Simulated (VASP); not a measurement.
# TaAlP2SO12 (Cc) in VASP: electric field gradients with r2SCAN

Aim: the electric field gradients of TaAlP2SO12 with r2SCAN.

Everything below comes from runs of VASP 6.6.1. Logs are shortened: lines on timing, memory, paths and dates and some standing lists are left out, and cuts for length are marked.

## Step 1: The cell of the first run

It takes space group Cc (No. 9, monoclinic). The conventional cell has a = 14.874 Å, b = 8.543 Å, c = 8.842 Å, α = 90.00°, β = 123.86°, γ = 90.00°. Ta (site symmetry 1) has 6 O at 1.91 to 2.10 Å within 2.5 Å. Al (site symmetry 1) has 6 O at 1.86 to 2.01 Å within 2.5 Å. Within 2.0 Å of P (site symmetry 1) lie 4 O at 1.50 to 1.59 Å. Within 2.0 Å of P (site symmetry 1) lie 4 O at 1.50 to 1.58 Å. S (site symmetry 1) has 4 O at 1.45 to 1.51 Å within 1.9 Å. O (site symmetry 1) has 1 P at 1.51 Å and 1 Al at 1.90 Å within 2.0 Å. Within 1.9 Å of O (site symmetry 1) lie 1 S at 1.46 Å. O (site symmetry 1) has 1 P at 1.51 Å and 1 Al at 1.86 Å within 2.0 Å.

## Step 2: Electric field gradients, r2SCAN

Input file POSCAR:

```
TaAlP2SO12
1.0
    7.4370492703     -4.2716971200      0.0000000000
    7.4370492703      4.2716971200      0.0000000000
   -4.9263750477      0.0000000000      7.3423511318
Ta Al P S O
2 2 4 2 24
Direct
    0.8493371800      0.3657412400      0.0782964800
    0.3657412400      0.8493371800      0.5782964800
    0.1406247700      0.6441865500      0.9333525800
    0.6441865500      0.1406247700      0.4333525800
    0.5206343900      0.4535466600      0.2443532200
    0.9580249800      0.7651750600      0.2448955000
    0.7651750600      0.9580249800      0.7448955000
    0.4535466600      0.5206343900      0.7443532200
    0.2614144500      0.0282042500      0.2470935100
    0.0282042500      0.2614144500      0.7470935100
    0.3514862500      0.4933605500      0.0798928900
    0.2334503900      0.8648644800      0.0860890300
    0.9941467200      0.7340839400      0.0790663000
    0.7340839400      0.9941467200      0.5790663000
    0.8648644800      0.2334503900      0.5860890300
    0.4933605500      0.3514862500      0.5798928900
    0.6358523100      0.5019921500      0.9170744400
    0.7830297400      0.1379689300      0.9168960000
    0.0102264200      0.2746156500      0.9126260700
    0.2746156500      0.0102264200      0.4126260700
    0.1379689300      0.7830297400      0.4168960000
    0.5019921500      0.6358523100      0.4170744400
    0.2844815400      0.5579090700      0.7842539000
    0.9357466000      0.7854263800      0.7819603400
    0.0572419900      0.4270479600      0.7742888900
    0.4270479600      0.0572419900      0.2742888900
    0.7854263800      0.9357466000      0.2819603400
    0.5579090700      0.2844815400      0.2842539000
    0.7059349700      0.4304301100      0.2245912400
    0.0902577000      0.2057657000      0.2253913100
    0.9374221800      0.5803685600      0.2198782700
    0.5803685600      0.9374221800      0.7198782700
    0.2057657000      0.0902577000      0.7253913100
    0.4304301100      0.7059349700      0.7245912400
```

Input file INCAR.step1:

```
SYSTEM = TaAlP2SO12
PREC = Accurate
ENCUT = 580
ISMEAR = -1
SIGMA = 0.02
LREAL = .FALSE.
LASPH = .TRUE.
NELM = 120
NBANDS = 125
GGA = PE
ALGO = Normal
EDIFF = 1E-5
LWAVE = .TRUE.
LCHARG = .FALSE.
GGA_COMPAT = .FALSE.
KPAR = 4
```

Input file INCAR.step2:

```
SYSTEM = TaAlP2SO12
PREC = Accurate
ENCUT = 580
EDIFF = 1E-7
ISMEAR = -1
SIGMA = 0.02
LREAL = .FALSE.
LASPH = .TRUE.
NELM = 120
ALGO = Normal
ISIF = 2
LWAVE = .FALSE.
LCHARG = .FALSE.
METAGGA = R2SCAN
LMIXTAU = .TRUE.
LEFG = .TRUE.
NBANDS = 125
ISTART = 1
GGA_COMPAT = .FALSE.
KPAR = 4
```

Input file KPOINTS:

```
regular mesh
0
G
  3 3 3
  0 0 0
```

Potentials or basis: VASP PAW PBE potentials, release 64 (Ta_pv, Al, P, S, O).

Run with:

```bash
cat potpaw_PBE.64/Ta_pv/POTCAR potpaw_PBE.64/Al/POTCAR potpaw_PBE.64/P/POTCAR potpaw_PBE.64/S/POTCAR potpaw_PBE.64/O/POTCAR > POTCAR
cp INCAR.step1 INCAR
mpirun -np 4 vasp_std > vasp.out
cp INCAR.step2 INCAR
mpirun -np 4 vasp_std > vasp.out
```

OUTCAR:

```text
SYSTEM = TaAlP2SO12
   PREC = Accurate
   ENCUT = 580
   EDIFF = 1E-7
   ISMEAR = -1
   LREAL = .FALSE.
   LASPH = .TRUE.
   NELM = 120
   ISIF = 2
   METAGGA = R2SCAN
   ISTART = 1

 ion  position               nearest neighbor table
   1  0.849  0.366  0.078-  29 1.91  17 1.92  31 1.95  18 1.95  30 2.03  19 2.10
   2  0.366  0.849  0.578-  34 1.91  22 1.92  32 1.95  21 1.95  33 2.03  20 2.10
   3  0.141  0.644  0.933-  13 1.86  24 1.87  23 1.88  11 1.90  25 1.95  12 2.01
   4  0.644  0.141  0.433-  14 1.86  27 1.87  28 1.88  16 1.90  26 1.95  15 2.01
   5  0.521  0.454  0.244-  28 1.50  11 1.51  22 1.57  29 1.59
   6  0.958  0.765  0.245-  27 1.50  13 1.51  21 1.57  31 1.58
   7  0.765  0.958  0.745-  24 1.50  14 1.51  18 1.57  32 1.58
   8  0.454  0.521  0.744-  23 1.50  16 1.51  17 1.57  34 1.59
   9  0.261  0.028  0.247-  26 1.45  12 1.46  20 1.49  30 1.51
  10  0.028  0.261  0.747-  25 1.45  15 1.46  19 1.49  33 1.51
  11  0.351  0.493  0.080-   5 1.51   3 1.90
  12  0.233  0.865  0.086-   9 1.46   3 2.01
  13  0.994  0.734  0.079-   6 1.51   3 1.86
  14  0.734  0.994  0.579-   7 1.51   4 1.86
  15  0.865  0.233  0.586-  10 1.46   4 2.01
  16  0.493  0.351  0.580-   8 1.51   4 1.90
[... 16 lines left out ...]
  33  0.206  0.090  0.725-  10 1.51   2 2.03
  34  0.430  0.706  0.725-   8 1.59   2 1.91

  LATTYP: Found a base centered monoclinic cell.
 ALAT       =    14.8740985406
 B/A-ratio  =     0.5743806401
 C/A-ratio  =     0.5944498340
 COS(beta)  =    -0.5571621523

  Lattice vectors:

 A1 = (   7.4370492703,  -4.2716971200,   0.0000000000)
 A2 = (   7.4370492703,   4.2716971200,   0.0000000000)
 A3 = (  -4.9263750477,   0.0000000000,   7.3423511318)

Analysis of symmetry for initial positions (statically):
=====================================================================
 Subroutine PRICEL returns:
 Original cell was already a primitive cell.

 Routine SETGRP: Setting up the symmetry group for a
 base centered monoclinic supercell.

 Subroutine GETGRP returns: Found  2 space group operations
 (whereof  1 operations were pure point group operations)
 out of a pool of  4 trial point group operations.

The static configuration has the point symmetry C_1 .
 The point group associated with its full space group is C_1h.

Analysis of symmetry for dynamics (positions and initial velocities):
=====================================================================
 Subroutine PRICEL returns:
 Original cell was already a primitive cell.

 Routine SETGRP: Setting up the symmetry group for a
 base centered monoclinic supercell.

 Subroutine GETGRP returns: Found  2 space group operations
 (whereof  1 operations were pure point group operations)
 out of a pool of  4 trial point group operations.

The dynamic configuration has the point symmetry C_1 .
 The point group associated with its full space group is C_1h.

 Subroutine INISYM returns: Found  2 space group operations
 (whereof  1 operations are pure point group operations),
 and found     1 'primitive' translations

----------------------------------------------------------------------------------------

                                     Primitive cell

  volume of cell :     466.5157

  direct lattice vectors                    reciprocal lattice vectors
     7.437049270 -4.271697120  0.000000000     0.067230965 -0.117049497  0.045108841
     7.437049270  4.271697120  0.000000000     0.067230965  0.117049497  0.045108841
    -4.926375048  0.000000000  7.342351132     0.000000000  0.000000000  0.136196156

  length of vectors
     8.576543484  8.576543484  8.841905409     0.142321449  0.142321449  0.136196156

  position of ions in fractional coordinates (direct lattice)
     0.849337180  0.365741240  0.078296480
     0.365741240  0.849337180  0.578296480
     0.140624770  0.644186550  0.933352580
     0.644186550  0.140624770  0.433352580
     0.520634390  0.453546660  0.244353220
     0.958024980  0.765175060  0.244895500
[... 26 lines left out ...]
     0.205765700  0.090257700  0.725391310
[... 100 lines left out ...]
   NFREE  =      0    steps in history (QN), initial steepest desc. (CG)
   ISIF   =      2    stress and relaxation
   ISYM   =      2    0-nonsym 1-usesym 2-fastsym
   POTIM  = 0.5000    time-step for ionic-motion
   TEBEG  =    0.0;   TEEND  =   0.0 temperature during run
   PSTRESS=    0.0 pullay stress
   NELECT =     204.0000    total number of electrons
   NUPDOWN=      -1.0000    fix difference up-down
   EMIN   =  10.00;   EMAX   =-10.00  energy-range for DOS
   EFERMI =   0.00;   METHOD = LEGACY
   ISMEAR =    -1;   SIGMA  =   0.02  broadening in eV -4-tet -1-fermi 0-gaus
   EFERMI_NEDOS =   21; number of points for ismear=-14 and -15
   IALGO  =     38    algorithm
   IMIX   =      4    mixing-type and parameters
     AMIX     =   0.40;   BMIX     =  1.00
     AMIX_MAG =   1.60;   BMIX_MAG =  1.00
  volume/ion in A,a.u.               =      13.72        92.59
  Fermi-wavevector in a.u.,A,eV,Ry     =   1.242595  2.348163 21.007958  1.544041
  Thomas-Fermi vector in A             =   2.376942
   LORBIT       =      0    0 simple, 1 ext, 2 COOP (PROOUT), +10 PAW based schemes
   METAGGA = R2SCAN    functional components
   LHFCALC =     F    Hartree Fock is set to
   AEXX    =    0.0000 exact exchange contribution
   IVDW    =     0    specifies the selected vdW correction
   LEPSILON=     F    determine dielectric tensor
   LRPA    =     F    only Hartree local field effects (RPA)
 non-spin polarized calculation
  energy-cutoff  :      580.00
  volume of cell :      466.52
 maximum number of plane-waves:     14827
 NGX is ok and might be reduce to    70
   NGX = 33   NGY = 33   NGZ = 35

 number of electron     204.0000014 magnetization

 Free energy of the ion-electron system (eV)
  ---------------------------------------------------
  ext. energy  EPLUGINS =         0.00000000
  ---------------------------------------------------
  free energy    TOTEN  =      -390.74763787 eV

  energy without entropy =     -390.74763787  energy(sigma->0) =     -390.74763787

 E-fermi :   0.7228     XC(G=0):  -9.4032

 val. band max:        0.1822113977   @ k =   0.0000   0.0000   0.0000
 cond. band min:       4.0140594110   @ k =   0.3333   0.3333  -0.0000
 fundamental gap:      3.8318480133
 Fermi energy:         0.7228179016

 k-point     1 :       0.0000    0.0000    0.0000
  band No.  band energies     occupation
      1     -36.1148      2.00000
      2     -36.1143      2.00000
      3     -36.0832      2.00000
      4     -36.0827      2.00000
      5     -36.0268      2.00000
      6     -36.0263      2.00000
[... 1159 lines left out ...]
    113       8.3253      0.00000
    114       8.5991      0.00000
 [bands above 114 left out]

------------------------ aborting loop because EDIFF is reached ----------------------------------------

  FORCE on cell =-STRESS in cart. coord.  units (eV):
  Direction    XX          YY          ZZ          XY          YZ          ZX
  --------------------------------------------------------------------------------------
  -------------------------------------------------------------------------------------
  Total      -16.8640377    -16.4093110    -16.3181994      0.0000000      0.0000000      0.0389286
  in kB      -57.9169778    -56.3552880    -56.0423788      0.0000000      0.0000000      0.1336944
  external PRESSURE =     -56.7715482 kB  Pullay stress =       0.0000000 kB

 VOLUME and BASIS-vectors are now :
 -----------------------------------------------------------------------------
  energy-cutoff  :      580.00
  volume of cell :      466.52
      direct lattice vectors                 reciprocal lattice vectors
     7.437049270 -4.271697120  0.000000000     0.067230965 -0.117049497  0.045108841
     7.437049270  4.271697120  0.000000000     0.067230965  0.117049497  0.045108841
    -4.926375048  0.000000000  7.342351132     0.000000000  0.000000000  0.136196156

 POSITION                                       TOTAL-FORCE (eV/Angst)
 -----------------------------------------------------------------------------------
      8.65088     -2.06578      0.57488        -0.109112      0.238144     -0.012339
      6.18769      2.06578      4.24606        -0.109112     -0.238144     -0.012339
      1.23864      2.15106      6.85300         0.066522      0.012121     -0.060418
      3.70182     -2.15106      3.18183         0.066522     -0.012121     -0.060418
      6.04126     -0.28658      1.79413        -0.039828      0.033359     -0.025376
     11.60908     -0.82380      1.79811         0.059922      0.079588     -0.068183
[... 26 lines left out ...]
     -1.37201     -0.49342      5.32608        -0.029254      0.480040     -0.080369
      4.88159      1.17687      5.32020        -0.254804     -0.150821     -0.170184
 -----------------------------------------------------------------------------------
    total drift:                                0.001129     -0.000000      0.001045

  FREE ENERGIE OF THE ION-ELECTRON SYSTEM (eV)
  ---------------------------------------------------
  free  energy   TOTEN  =      -390.7476378694 eV

  energy  without entropy=     -390.7476378694  energy(sigma->0) =     -390.74763787

 Electric field gradients (V/A^2)
---------------------------------------------------------------------
 ion       V_xx      V_yy      V_zz      V_xy      V_xz      V_yz
---------------------------------------------------------------------
   1     -71.431    24.460    46.972   -64.042  -113.542     9.793
   2     -71.431    24.460    46.972    64.042  -113.542    -9.793
   3       9.322    -9.700     0.378     9.807    18.875     4.085
   4       9.322    -9.700     0.378    -9.807    18.875    -4.085
   5       4.407    -6.034     1.627   -27.085    12.746    35.770
   6      16.620   -18.910     2.290    17.643    19.936   -25.903
[... 26 lines left out ...]
  33     -78.005   141.071   -63.066   -22.304    -6.485    32.179
  34      47.135    -6.043   -41.093    66.578   -20.848   -11.611
---------------------------------------------------------------------

 Electric field gradients after diagonalization (V/A^2)
 (convention: |V_zz| > |V_xx| > |V_yy|)
----------------------------------------------------------------------
 ion       V_xx      V_yy      V_zz     asymmetry (V_yy - V_xx)/ V_zz
----------------------------------------------------------------------
   1     133.164    21.413  -154.577       0.723
   2     133.164    21.413  -154.577       0.723
   3     -16.503   -10.601    27.104       0.218
   4     -16.503   -10.601    27.104       0.218
   5      37.172    15.596   -52.769       0.409
   6      30.648    16.216   -46.864       0.308
[... 26 lines left out ...]
  33     -81.040   -67.328   148.367       0.092
  34     -51.784   -44.566    96.350       0.075
----------------------------------------------------------------------

           NMR quadrupolar parameters

 Cq : quadrupolar parameter    Cq=e*Q*V_zz/h
 eta: asymmetry parameters     (V_yy - V_xx)/ V_zz
 Q  : nuclear electric quadrupole moment in mb (millibarn)
----------------------------------------------------------------------
 ion       Cq(MHz)       eta       Q (mb)
----------------------------------------------------------------------
   1      -0.374       0.723       1.000
   2      -0.374       0.723       1.000
   3       0.066       0.218       1.000
   4       0.066       0.218       1.000
   5      -0.128       0.409       1.000
   6      -0.113       0.308       1.000
[... 26 lines left out ...]
  33       0.359       0.092       1.000
  34       0.233       0.075       1.000
----------------------------------------------------------------------
```

Wall time 20 min (4 MPI ranks of Intel Xeon Platinum 8559C (Emerald Rapids), shared host); peak memory 1.2 GiB.

Results:

* Free energy: -390.7476 eV
* Pressure: -5.7 GPa
* Largest force: 0.607 eV/Å
* Band gap on the k mesh: 3.83 eV
* Largest electric field gradient by atom: Ta -154.6; Al +27.1; P -52.8, -46.9 (each value once); S -33.8; O +108.3, +148.4, +108.4, +96.0, +96.7, +150.6, +107.6, +108.5, +146.9, +96.3, +95.5 (each value once) V/Å²

Forces in eV/Å, atoms in the order of the input:
```
Ta  -0.109  0.238 -0.012
Ta  -0.109 -0.238 -0.012
Al   0.067  0.012 -0.060
Al   0.067 -0.012 -0.060
P   -0.040  0.033 -0.025
P    0.060  0.080 -0.068
P    0.060 -0.080 -0.068
P   -0.040 -0.033 -0.025
S   -0.033 -0.031  0.022
S   -0.033  0.031  0.022
O    0.127 -0.247  0.527
O    0.186  0.246  0.523
O   -0.303  0.050  0.481
O   -0.303 -0.050  0.481
O    0.186 -0.246  0.523
O    0.127  0.247  0.527
O   -0.103  0.157 -0.293
O   -0.102 -0.231 -0.312
O    0.291  0.057 -0.428
O    0.291 -0.057 -0.428
O   -0.102  0.231 -0.312
O   -0.103 -0.157 -0.293
O    0.396 -0.293  0.006
O    0.085  0.385 -0.001
O   -0.498 -0.091 -0.012
O   -0.498  0.091 -0.012
O    0.085 -0.385 -0.001
O    0.396  0.293  0.006
O   -0.255  0.151 -0.170
O   -0.029 -0.480 -0.080
O    0.261  0.198 -0.095
O    0.261 -0.198 -0.095
O   -0.029  0.480 -0.080
O   -0.255 -0.151 -0.170
```

Levels at points of the mesh, in eV from the valence-band top:
| k point | band 99 | band 100 | band 101 | band 102 | band 103 | band 104 | band 105 | band 106 |
| --- | --- | --- | --- | --- | --- | --- | --- | --- |
| (0.00, 0.00, 0.00) | -0.40 | -0.36 | -0.29 | 0.00 | 3.85 | 4.03 | 4.04 | 4.24 |

Electric field gradients, principal values (V/Å²):
```tsv
atom	least	middle	greatest (by size)
1 Ta	21.413	133.164	-154.577
2 Ta	21.413	133.164	-154.577
3 Al	-10.601	-16.503	27.104
4 Al	-10.601	-16.503	27.104
5 P	15.596	37.172	-52.769
6 P	16.216	30.648	-46.864
7 P	16.216	30.648	-46.864
8 P	15.596	37.172	-52.769
9 S	13.069	20.744	-33.814
10 S	13.069	20.744	-33.814
11 O	-50.736	-57.530	108.265
12 O	-68.305	-80.142	148.446
13 O	-50.032	-58.384	108.416
14 O	-50.032	-58.384	108.416
15 O	-68.305	-80.142	148.446
16 O	-50.736	-57.530	108.265
17 O	-44.491	-51.551	96.042
18 O	-44.552	-52.119	96.671
19 O	-68.103	-82.483	150.586
20 O	-68.103	-82.483	150.586
21 O	-44.552	-52.119	96.671
22 O	-44.491	-51.551	96.042
23 O	-50.974	-56.663	107.637
24 O	-48.903	-59.613	108.517
25 O	-67.168	-79.774	146.943
26 O	-67.168	-79.774	146.943
27 O	-48.903	-59.613	108.517
28 O	-50.974	-56.663	107.637
29 O	-44.566	-51.784	96.350
30 O	-67.328	-81.040	148.367
31 O	-43.631	-51.890	95.521
32 O	-43.631	-51.890	95.521
33 O	-67.328	-81.040	148.367
34 O	-44.566	-51.784	96.350
```

Caveat: the cell stands under tension; without QUAD_EFG the Cq values of the log hold for a quadrupole moment of 1 mb, not for the nuclei; the PAW data sets were made with another functional, which shifts forces and pressure a little; spin-orbit coupling is left out, which moves the levels of the heavy elements; an odd mesh through Γ misses points on the zone boundary, where band edges can lie.
